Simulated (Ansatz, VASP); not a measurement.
# P: VASP beside Ansatz

The input INCAR:

```
SYSTEM = P
  PREC = Accurate
  ENCUT = 520
  EDIFF = 1E-7
  ISMEAR = 0
  SIGMA = 0.05
  LREAL = .FALSE.
  LASPH = .TRUE.
  NELM = 60
  ALGO = Normal
  ISIF = 2
  LWAVE = .FALSE.
  LCHARG = .TRUE.
  GGA = PS
  LELF = .TRUE.
  LVHAR = .TRUE.
  NBANDS = 30
```

KPOINTS

```
Automatic mesh
0
G
  8 1 3
  0 0 0
```

The input POSCAR:

```
P
1.0
   -3.2837277200      0.0000000000      0.0000000000
    0.0000000000    -34.8570309900      4.6320847100
    0.0000000000      0.0329325164      9.5119908262
P
8
Direct
    0.0000000000      0.0302271468      0.5171283316
    0.0000000000      0.0297672718      0.0303790681
    0.0000000000      0.9711524783      0.9431194591
    0.0000000000      0.9706926032      0.4563701955
    0.5000000000      0.9710072964      0.7894534175
    0.5000000000      0.9705474214      0.3027041539
    0.5000000000      0.0303723287      0.6707943732
    0.5000000000      0.0299124537      0.1840451096
```

Input for Ansatz:

```yaml
crystal:
  lattice:
    - [-3.28372772, 0.0, 0.0]
    - [0.0, -34.85703099, 4.63208471]
    - [0.0, 0.0329325164, 9.5119908262]
  atoms:
    - { symbol: P, position: [0.0, 0.0302271468, 0.5171283316] }
    - { symbol: P, position: [0.0, 0.0297672718, 0.0303790681] }
    - { symbol: P, position: [0.0, 0.9711524783, 0.9431194591] }
    - { symbol: P, position: [0.0, 0.9706926032, 0.4563701955] }
    - { symbol: P, position: [0.5, 0.9710072964, 0.7894534175] }
    - { symbol: P, position: [0.5, 0.9705474214, 0.3027041539] }
    - { symbol: P, position: [0.5, 0.0303723287, 0.6707943732] }
    - { symbol: P, position: [0.5, 0.0299124537, 0.1840451096] }
basis:
  ecutwfc: 420
kpoints:
  mp_grid: { grid: [8, 1, 3] }
hamiltonian:
  xc: pbesol
scf:
  occupations: { method: gaussian, width: 0.05 }
output:
  forces: true
  stress: true
  eigenvalues: true
```

Alike in both runs: task single point; functional PBEsol; k mesh 8 × 1 × 3; occupations gaussian, width 0.05 eV; no spin polarisation.

```csv
,VASP,Ansatz
version,VASP 6.6.1,Ansatz 0.2.0
potentials or method,"VASP PAW PBE potentials, release 64 (P), cutoff 520 eV","scalar-relativistic, plane waves, PAW"
valence electrons in the cell,40,40
```

```tsv
	VASP	Ansatz	Ansatz less VASP
gap on the k mesh at the Fermi level (eV)	0.84	0.82	-0.025
least direct gap on the mesh (eV)	0.91	0.90	-0.015
rms of the force components (eV/Å)	0.210	0.215	+0.0044
```

VASP's potentials were made for PBE, not for PBEsol. Atom by atom the forces differ by 0.011 eV/Å (rms over components).
